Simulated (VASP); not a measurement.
Runs of VASP 6.6.1 on Si. The structure is that of space group Ibca (No. 73), or close to it. The cells are those of the table. 

| cell | gap on the mesh (eV) | pressure (GPa) | largest force (eV/Å) |
| --- | --- | --- | --- |
| a = 5.919 Å, angles 108.4, 108.4, 111.6°, 8 atoms | none | -6.2 | 0.33 |
| a = 5.785 Å, angles 106.4, 106.4, 115.8°, 8 atoms | none | 0.3 | 0.74 |
| a = 5.876 Å, angles 111.7, 111.7, 105.1°, 8 atoms | none | -4.2 | 0.37 |
| a = 5.886 Å, angles 106.4, 106.4, 115.8°, 8 atoms | none | (a) | 0.58 |
| a = 5.935 Å, angles 106.4, 106.4, 115.8°, 8 atoms | none | -5.7 | 0.54 |
| a = 5.820 Å, angles 110.6, 110.6, 107.3°, 8 atoms | none | -2.4 | 0.22 |
| a = 5.611 Å, angles 108.4, 108.4, 111.6°, 8 atoms | none | 9.5 | 0.55 |
| a = 5.717 Å, angles 108.4, 108.4, 111.6°, 8 atoms | none | 2.7 | 0.30 |
| a = 5.769 Å, angles 108.4, 108.4, 111.6°, 8 atoms | none | 0.0 | 0.23 |
| a = 5.919 Å, angles 110.6, 110.6, 107.3°, 8 atoms | none | -6.2 | 0.33 |
| a = 5.733 Å, angles 106.4, 106.4, 115.8°, 8 atoms | none | 3.0 | 0.86 |
| a = 5.870 Å, angles 110.6, 110.6, 107.3°, 8 atoms | none | (b) | 0.26 |

Alike in all rows: task single point; level PBE; potentials or basis VASP PAW PBE potentials, release 64 (Si); no spin polarisation; k mesh 10 × 10 × 10; cutoff (eV) 520; smearing gaussian 0.15 eV.

Question: Estimate the missing entries.

Answer: (a) -4.0; (b) -4.4.

Caveats: semilocal functionals underestimate gaps, and a narrow one can read as zero; the stress differs along the axes, from -8 to -3 GPa (at least some runs); the stress differs along the axes, from -5 to 10 GPa (at least some runs); the stress differs along the axes, from -11 to -0 GPa (at least some runs); the stress differs along the axes, from -9 to 5 GPa (at least some runs); the stress differs along the axes, from -10 to 3 GPa (at least some runs); the stress differs along the axes, from -6 to -0 GPa (at least some runs).

A gap of «none» marks levels without a gap at the run's occupations.
